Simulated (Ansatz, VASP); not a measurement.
## Two plane-wave programs on Ga3Cl

```
Ga Cl
1.0
     5.11133    0.00000    0.00000
     0.00000    5.11133    0.00000
     0.00000    0.00000    3.16215
Ga Cl
3 1
Cartesian
  0.0000 2.5557 1.5811
  2.5557 0.0000 1.5811
  2.5557 2.5557 0.0000
  0.0000 0.0000 0.0000
```

Alike in both runs: functional PBE; k mesh 4 × 4 × 6; occupations gaussian, width 0.1 eV; no spin polarisation.

Ansatz relaxed the structure, and its values are those at the end. VASP's run is a single point on that final structure, the one shown.

|  | VASP | Ansatz |
| --- | --- | --- |
| version | VASP 6.6.1 | Ansatz 0.2.0 |
| potentials or method | VASP PAW PBE potentials, release 64 (Ga_d, Cl), cutoff 520 eV | scalar-relativistic, plane waves, PAW |
| valence electrons in the cell | 46 | 46 |

```tsv
	VASP	Ansatz	Ansatz less VASP
gap on the k mesh at the Fermi level (eV)	none	none	-
pressure (GPa)	0.0	0.0	-0.01
```

A gap of «none» marks a metal or a gap that the smearing closes.
